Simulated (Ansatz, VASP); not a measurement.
**Two plane-wave programs on LiH**

The input POSCAR:

```
LiH
1.0
    0.0000000000      2.0367500000      2.0367500000
    2.0367500000      0.0000000000      2.0367500000
    2.0367500000      2.0367500000      0.0000000000
Li H
1 1
Direct
    0.0000000000      0.0000000000      0.0000000000
    0.5000000000      0.5000000000      0.5000000000
```

File INCAR.step1:

```
PREC = Accurate
ENCUT = 520
EDIFF = 1E-5
ISMEAR = 1
SIGMA = 0.01
LREAL = False
LASPH = True
NELM = 80
ALGO = Normal
ISIF = 2
LWAVE = True
LCHARG = False
NBANDS = 9
GGA = PE
```

File INCAR.step2:

```
PREC = Accurate
ENCUT = 520
EDIFF = 1E-6
ISMEAR = 1
SIGMA = 0.01
LREAL = False
LASPH = True
NELM = 80
ALGO = Normal
ISIF = 2
LWAVE = False
LCHARG = False
METAGGA = R2SCAN
LHFCALC = True
AEXX = 0.25
LMIXTAU = True
PRECFOCK = Normal
NBANDS = 9
ISTART = 1
```

The input KPOINTS:

```
Automatic mesh
0
Gamma
  6 6 6
```

The input input.yaml:

```yaml
crystal:
  lattice:
    - [0.0, 2.03675, 2.03675]
    - [2.03675, 0.0, 2.03675]
    - [2.03675, 2.03675, 0.0]
  atoms:
    - { symbol: Li, position: [0.0, 0.0, 0.0] }
    - { symbol: H, position: [0.5, 0.5, 0.5] }
hamiltonian:
  xc: r2scan0
  pseudopotentials: { kind: paw, source: jth }
kpoints:
  mp_grid: { grid: [6, 6, 6] }
scf:
  occupations: { method: methfessel_paxton, width: 0.01 }
output:
  forces: true
  stress: true
  eigenvalues: true
```

Alike in both runs: task single point; functional r2SCAN0; k mesh 6 × 6 × 6; occupations methfessel-paxton of order 1, width 0.01 eV; no spin polarisation.

```csv
,VASP,Ansatz
version,VASP 6.6.1,Ansatz 0.2.0
potentials or method,"VASP PAW PBE potentials, release 64 (Li_sv, H)",JTH PAW
plane-wave cutoff (eV),520,1170
valence electrons in the cell,4,4
```

```tsv
	VASP	Ansatz	Ansatz less VASP
gap on the k mesh at the Fermi level (eV)	5.16	5.13	-0.026
least direct gap on the mesh (eV)	5.16	5.13	-0.026
```

VASP's potentials were made for PBE, not for r2SCAN0.

The k mesh is coarse, so the values compare programs but aren't converged. Noted on VASP's run: the cutoff is under 1.25 times that of the potentials, so the pressure is a little rough.
